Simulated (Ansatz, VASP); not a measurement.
C in VASP and in Ansatz

```
C
1.0
     2.47640    0.00000    0.00000
    -1.23820    2.14463    0.00000
     0.00000    0.00000   12.73980
C
12
Direct
  0.00000 0.00000 0.18686
  0.00000 0.00000 0.68686
  0.00000 0.00000 0.31314
  0.00000 0.00000 0.81314
  0.33333 0.66667 0.52077
  0.66667 0.33333 0.02077
  0.33333 0.66667 0.97923
  0.66667 0.33333 0.47923
  0.33333 0.66667 0.64510
  0.66667 0.33333 0.14510
  0.33333 0.66667 0.85490
  0.66667 0.33333 0.35490
```

Alike in both runs: task single point; functional PBE; k mesh 12 × 12 × 2; occupations gaussian, width 0.05 eV; no spin polarisation.

|  | VASP | Ansatz |
| --- | --- | --- |
| version | VASP 6.6.1 | Ansatz 0.2.0 |
| potentials or method | VASP PAW PBE potentials, release 64 (C), cutoff 520 eV | scalar-relativistic, plane waves, PAW |
| valence electrons in the cell | 48 | 48 |

```csv
,VASP,Ansatz,Ansatz less VASP
gap on the k mesh at the Fermi level (eV),4.48,4.48,+0.004
least direct gap on the mesh (eV),4.48,4.48,+0.004
pressure (GPa),6.4,5.7,-0.67
"traceless stress, the component that is largest in VASP (GPa)",-33.17,-32.96,+0.213
rms of the force components (eV/Å),0.032,0.026,-0.0066
```

Atom by atom the forces differ by 0.009 eV/Å (rms over components).
